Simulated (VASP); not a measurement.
# LiHg2 (Fd-3m) in VASP: relaxation of cell and atoms with PBE

Aim: the relaxation of cell and atoms of LiHg2 with PBE.

All numbers are computed with VASP 6.6.1; they aren't measurements. Logs are shortened: lines on timing, memory, paths and dates and some standing lists are left out, and cuts for length are marked.

## 1. The cell of the first run

The structure is cubic, space group Fd-3m (No. 227). Conventional cell: a = 7.950 Å, b = 7.950 Å, c = 7.950 Å, α = 90.00°, β = 90.00°, γ = 90.00°. Within 4.3 Å of Li (site symmetry -43m) lie 12 Hg at 3.30 Å and 4 Li at 3.44 Å. Within 3.7 Å of Hg (site symmetry -3m) lie 6 Hg at 2.81 Å and 6 Li at 3.30 Å.

## 2. Relaxation of cell and atoms, PBE

INCAR reads:

```
ALGO = Normal
EDIFF = 1E-7
EDIFFG = -0.04
ENCUT = 880
GGA = PE
GGA_COMPAT = False
IBRION = 2
ISIF = 3
ISMEAR = 0
LASPH = True
LCHARG = False
LREAL = False
LWAVE = False
NELM = 120
NELMIN = 4
NSW = 90
PREC = Accurate
SIGMA = 0.1
```

KPOINTS reads:

```
k-points
0
Gamma
  4 4 4
```

POSCAR reads:

```
LiHg2
1.0
    0.0000000000      3.9749358901      3.9749358901
    3.9749358901      0.0000000000      3.9749358901
    3.9749358901      3.9749358901      0.0000000000
Li Hg
2 4
Direct
    0.0000000000      0.0000000000      0.0000000000
    0.2500000000      0.2500000000      0.2500000000
    0.6250000000      0.6250000000      0.6250000000
    0.1250000000      0.6250000000      0.6250000000
    0.6250000000      0.6250000000      0.1250000000
    0.6250000000      0.1250000000      0.6250000000
```

Potentials or basis: VASP PAW PBE potentials, release 64 (Li_sv, Hg_sv_GW).

Command:

```console
> cat potpaw_PBE.64/Li_sv/POTCAR potpaw_PBE.64/Hg_sv_GW/POTCAR > POTCAR
> mpirun -np 1 vasp_std > vasp.out
```

OUTCAR:

```text
EDIFF = 1E-7
   EDIFFG = -0.04
   ENCUT = 880
   GGA = PE
   IBRION = 2
   ISIF = 3
   ISMEAR = 0
   LASPH = True
   LREAL = False
   NELM = 120
   NELMIN = 4
   NSW = 90
   PREC = Accurate

 ion  position               nearest neighbor table
   1  0.000  0.000  0.000-
   2  0.250  0.250  0.250-
   3  0.625  0.625  0.625-   4 2.81   5 2.81   6 2.81   5 2.81   6 2.81   4 2.81
   4  0.125  0.625  0.625-   3 2.81   5 2.81   6 2.81   3 2.81   5 2.81   6 2.81
   5  0.625  0.625  0.125-   3 2.81   3 2.81   4 2.81   6 2.81   6 2.81   4 2.81
   6  0.625  0.125  0.625-   3 2.81   5 2.81   3 2.81   4 2.81   5 2.81   4 2.81

  LATTYP: Found a face centered cubic cell.
 ALAT       =     7.9498717802

  Lattice vectors:

 A1 = (   0.0000000000,   3.9749358901,   3.9749358901)
 A2 = (   3.9749358901,   0.0000000000,   3.9749358901)
 A3 = (   3.9749358901,   3.9749358901,   0.0000000000)

Analysis of symmetry for initial positions (statically):
=====================================================================
 Subroutine PRICEL returns:
 Original cell was already a primitive cell.

 Routine SETGRP: Setting up the symmetry group for a
 face centered cubic supercell.

 Subroutine GETGRP returns: Found 48 space group operations
 (whereof 24 operations were pure point group operations)
 out of a pool of 48 trial point group operations.

The static configuration has the point symmetry T_d .
 The point group associated with its full space group is O_h .

Analysis of symmetry for dynamics (positions and initial velocities):
=====================================================================
 Subroutine PRICEL returns:
 Original cell was already a primitive cell.

 Routine SETGRP: Setting up the symmetry group for a
 face centered cubic supercell.

 Subroutine GETGRP returns: Found 48 space group operations
 (whereof 24 operations were pure point group operations)
 out of a pool of 48 trial point group operations.

The dynamic configuration has the point symmetry T_d .
 The point group associated with its full space group is O_h .

 Subroutine INISYM returns: Found 48 space group operations
 (whereof 24 operations are pure point group operations),
 and found     1 'primitive' translations

----------------------------------------------------------------------------------------

                                     Primitive cell

  volume of cell :     125.6089

  direct lattice vectors                    reciprocal lattice vectors
     0.000000000  3.974935890  3.974935890    -0.125788192  0.125788192  0.125788192
     3.974935890  0.000000000  3.974935890     0.125788192 -0.125788192  0.125788192
     3.974935890  3.974935890  0.000000000     0.125788192  0.125788192 -0.125788192

  length of vectors
     5.621408245  5.621408245  5.621408245     0.217871540  0.217871540  0.217871540

  position of ions in fractional coordinates (direct lattice)
     0.000000000  0.000000000  0.000000000
     0.250000000  0.250000000  0.250000000
     0.625000000  0.625000000  0.625000000
     0.125000000  0.625000000  0.625000000
     0.625000000  0.625000000  0.125000000
     0.625000000  0.125000000  0.625000000

  ion indices of the primitive-cell ions
   primitive index   ion index
                 1           1
                 2           2
                 3           3
                 4           4
                 5           5
                 6           6

----------------------------------------------------------------------------------------

 KPOINTS: k-points

Automatic generation of k-mesh.
 Grid dimensions read from file:
 generate k-points for:    4    4    4

 Generating k-lattice:

  Cartesian coordinates                     Fractional coordinates (reciprocal lattice)
    -0.031447048  0.031447048  0.031447048     0.250000000  0.000000000  0.000000000
     0.031447048 -0.031447048  0.031447048     0.000000000  0.250000000  0.000000000
     0.031447048  0.031447048 -0.031447048     0.000000000  0.000000000  0.250000000

  Length of vectors
     0.054467885  0.054467885  0.054467885

  Shift w.r.t. Gamma in fractional coordinates (k-lattice)
     0.000000000  0.000000000  0.000000000

 Subroutine IBZKPT returns following result:
 ===========================================

 Found      8 irreducible k-points:

 Following reciprocal coordinates:
            Coordinates               Weight
  0.000000  0.000000  0.000000      1.000000
  0.250000  0.000000  0.000000      8.000000
  0.500000  0.000000  0.000000      4.000000
  0.250000  0.250000  0.000000      6.000000
  0.500000  0.250000  0.000000     24.000000
 -0.250000  0.250000  0.000000     12.000000
  0.500000  0.500000  0.000000      3.000000
 -0.250000  0.500000  0.250000      6.000000
   k-points           NKPTS =      8   k-points in BZ     NKDIM =      8   number of bands    NBANDS=     51
   number of dos      NEDOS =    301   number of ions     NIONS =      6
   total plane-waves  NPLWV = 157464
   dimension x,y,z NGX =    54 NGY =   54 NGZ =   54
   dimension x,y,z NGXF=   108 NGYF=  108 NGZF=  108
   ions per type =               2   4
   NGX,Y,Z   is equivalent  to a cutoff of  15.97, 15.97, 15.97 a.u.
   NGXF,Y,Z  is equivalent  to a cutoff of  31.94, 31.94, 31.94 a.u.
 SYSTEM =  unknown system
   PREC   = accura    normal or accurate (medium, high low for compatibility)
   ISTART =      0    job   : 0-new  1-cont  2-samecut
   ICHARG =      2    charge: 1-file 2-atom 10-const
   ISPIN  =      1    spin polarized calculation?
   LNONCOLLINEAR =      F non collinear calculations
   LSORBIT =      F    spin-orbit coupling
   LASPH  =      T    aspherical Exc in radial PAW
   ENCUT  =  880.0 eV  64.68 Ry    8.04 a.u.  13.60 13.60 13.60*2*pi/ulx,y,z
   NELM   =    120;   NELMIN=  4; NELMDL= -5     # of ELM steps
   EDIFF  = 0.1E-06   stopping-criterion for ELM
   LREAL  =      F    real-space projection
   EDIFFG = -.4E-01   stopping-criterion for IOM
   NSW    =     90    number of steps for IOM
   IBRION =      2    ionic relax: 0-MD 1-quasi-New 2-CG
   NFREE  =      1    steps in history (QN), initial steepest desc. (CG)
   ISIF   =      3    stress and relaxation
   ISYM   =      2    0-nonsym 1-usesym 2-fastsym
   POTIM  = 0.5000    time-step for ionic-motion
   TEBEG  =    0.0;   TEEND  =   0.0 temperature during run
   PSTRESS=    0.0 pullay stress
   NELECT =      86.0000    total number of electrons
   NUPDOWN=      -1.0000    fix difference up-down
   EMIN   =  10.00;   EMAX   =-10.00  energy-range for DOS
   EFERMI =   0.00;   METHOD = LEGACY
   ISMEAR =     0;   SIGMA  =   0.10  broadening in eV -4-tet -1-fermi 0-gaus
   EFERMI_NEDOS =   21; number of points for ismear=-14 and -15
   IALGO  =     38    algorithm
   IMIX   =      4    mixing-type and parameters
     AMIX     =   0.40;   BMIX     =  1.00
     AMIX_MAG =   1.60;   BMIX_MAG =  1.00
  volume/ion in A,a.u.               =      20.93       141.28
  Fermi-wavevector in a.u.,A,eV,Ry     =   1.442893  2.726673 28.326524  2.081941
  Thomas-Fermi vector in A             =   2.561362
   LORBIT       =      0    0 simple, 1 ext, 2 COOP (PROOUT), +10 PAW based schemes
   GGA     = PE    functional components
   LHFCALC =     F    Hartree Fock is set to
   AEXX    =    0.0000 exact exchange contribution
   IVDW    =     0    specifies the selected vdW correction
   LEPSILON=     F    determine dielectric tensor
   LRPA    =     F    only Hartree local field effects (RPA)
 conjugate gradient relaxation of ions
 non-spin polarized calculation
 Gauss-broadening in eV      SIGMA  =   0.10
  energy-cutoff  :      880.00
  volume of cell :      125.61
 maximum number of plane-waves:      7462
   NGX = 27   NGY = 27   NGZ = 27

--------------------------------------- Ionic step        1  -------------------------------------------

 number of electron      86.0000008 magnetization

 Free energy of the ion-electron system (eV)
  ---------------------------------------------------
  ext. energy  EPLUGINS =         0.00000000
  ---------------------------------------------------
  free energy    TOTEN  =        -4.81752784 eV

  energy without entropy =       -4.80991915  energy(sigma->0) =       -4.81372349

 E-fermi :   5.2382     XC(G=0): -10.2872

 val. band max:        4.8096946779   @ k =   0.0000   0.0000   0.0000
 cond. band min:       5.2660332060   @ k =   0.5000   0.0000   0.0000
 fundamental gap:      0.4563385281
 Fermi energy:         5.2382018115

 k-point     1 :       0.0000    0.0000    0.0000
  band No.  band energies     occupation
      1    -110.3130      2.00000
      2    -110.3054      2.00000
      3    -110.3054      2.00000
      4    -110.3054      2.00000
      5     -58.8060      2.00000
      6     -58.6944      2.00000
[... 523 lines left out ...]
 POSITION                                       TOTAL-FORCE (eV/Angst)
 -----------------------------------------------------------------------------------
      0.00000      0.00000      0.00000         0.000000      0.000000      0.000000
      2.11641      2.11641      2.11641        -0.000000     -0.000000     -0.000000
      5.29102      5.29102      5.29102         0.000000      0.000000      0.000000
      5.29102      3.17461      3.17461         0.000000      0.000000      0.000000
      3.17461      3.17461      5.29102         0.000000     -0.000000      0.000000
      3.17461      5.29102      3.17461         0.000000     -0.000000      0.000000
 -----------------------------------------------------------------------------------
    total drift:                               -0.000000     -0.000000      0.000000

  FREE ENERGIE OF THE ION-ELECTRON SYSTEM (eV)
  ---------------------------------------------------
  free  energy   TOTEN  =        -5.2715775046 eV

  energy  without entropy=       -5.2705844546  energy(sigma->0) =       -5.27108098

--------------------------------------- Ionic step        4  -------------------------------------------

 number of electron      85.9999982 magnetization

 Free energy of the ion-electron system (eV)
  ---------------------------------------------------
  ext. energy  EPLUGINS =         0.00000000
  ---------------------------------------------------
  free energy    TOTEN  =        -5.27712516 eV

  energy without entropy =       -5.27623191  energy(sigma->0) =       -5.27667853

 E-fermi :   3.8963     XC(G=0):  -9.4549

 val. band max:        3.7510019546   @ k =   0.0000   0.0000   0.0000
 cond. band min:       4.0685828030   @ k =   0.5000   0.0000   0.0000
 fundamental gap:      0.3175808484
 Fermi energy:         3.8962755719

 k-point     1 :       0.0000    0.0000    0.0000
  band No.  band energies     occupation
      1    -111.2657      2.00000
      2    -111.2627      2.00000
      3    -111.2627      2.00000
      4    -111.2627      2.00000
      5     -59.6644      2.00000
      6     -59.6189      2.00000
[... 434 lines left out ...]
 VOLUME and BASIS-vectors are now :
 -----------------------------------------------------------------------------
  energy-cutoff  :      880.00
  volume of cell :      148.76
      direct lattice vectors                 reciprocal lattice vectors
     0.000000000  4.205547416  4.205547416    -0.118890587  0.118890587  0.118890587
     4.205547416  0.000000000  4.205547416     0.118890587 -0.118890587  0.118890587
     4.205547416  4.205547416 -0.000000000     0.118890587  0.118890587 -0.118890587

 POSITION                                       TOTAL-FORCE (eV/Angst)
 -----------------------------------------------------------------------------------
      0.00000      0.00000      0.00000        -0.000000     -0.000000     -0.000000
      2.10277      2.10277      2.10277         0.000000      0.000000      0.000000
      5.25693      5.25693      5.25693        -0.000000     -0.000000      0.000000
      5.25693      3.15416      3.15416        -0.000000     -0.000000      0.000000
      3.15416      3.15416      5.25693        -0.000000     -0.000000      0.000000
      3.15416      5.25693      3.15416        -0.000000     -0.000000      0.000000
 -----------------------------------------------------------------------------------
    total drift:                               -0.000000     -0.000000      0.000000

  FREE ENERGIE OF THE ION-ELECTRON SYSTEM (eV)
  ---------------------------------------------------
  free  energy   TOTEN  =        -5.2771251594 eV

  energy  without entropy=       -5.2762319057  energy(sigma->0) =       -5.27667853

 reached required accuracy - stopping structural energy minimisation
```

Run time: 6.4 min. Hardware: 1 thread of Intel Xeon 6975P-C (Granite Rapids), shared host; peak memory 0.48 GiB.

Results:

| Item | Value |
| --- | --- |
| Free energy | -5.2771 eV |
| Relaxed volume | 24.79 Å³/atom |
| Relaxed cell | a = 5.948 Å, b = 5.948 Å, c = 5.948 Å, α = 60.00°, β = 60.00°, γ = 60.00° |
| Space group after relaxing (to 0.1 Å) | Fd-3m (No. 227) |
| Energy gained by relaxing | 76.6 meV/atom |
| Ionic steps | 4 |
| Pressure after relaxing | 0.0 GPa |
| Band gap on the k mesh | zero (bands 43 and 44 overlap by 1.86 eV) |

Step by step:
```tsv
step	energy change (eV)	largest force (eV/Å)	pressure (GPa)	volume (Å³)
1	0.0000	0.0000	8.00	125.61
2	-0.4531	0.0000	0.68	145.59
3	-0.4540	0.0000	-0.59	151.68
4	-0.4596	0.0000	-0.01	148.76
```

Final structure:
```xyz
6
Lattice="0.0000 4.2055 4.2055 4.2055 0.0000 4.2055 4.2055 4.2055 0.0000" Properties=species:S:1:pos:R:3 pbc="T T T"
Li    0.0000    0.0000    0.0000
Li    2.1028    2.1028    2.1028
Hg    5.2569    5.2569    5.2569
Hg    5.2569    3.1542    3.1542
Hg    3.1542    3.1542    5.2569
Hg    3.1542    5.2569    3.1542
```

Caveat: the volume moved by over 15 % at a fixed basis, so the end points are rough; spin-orbit coupling is left out, which moves the levels of the heavy elements.

The gap in the log of VASP goes by the Fermi energy; the results here count the filled bands.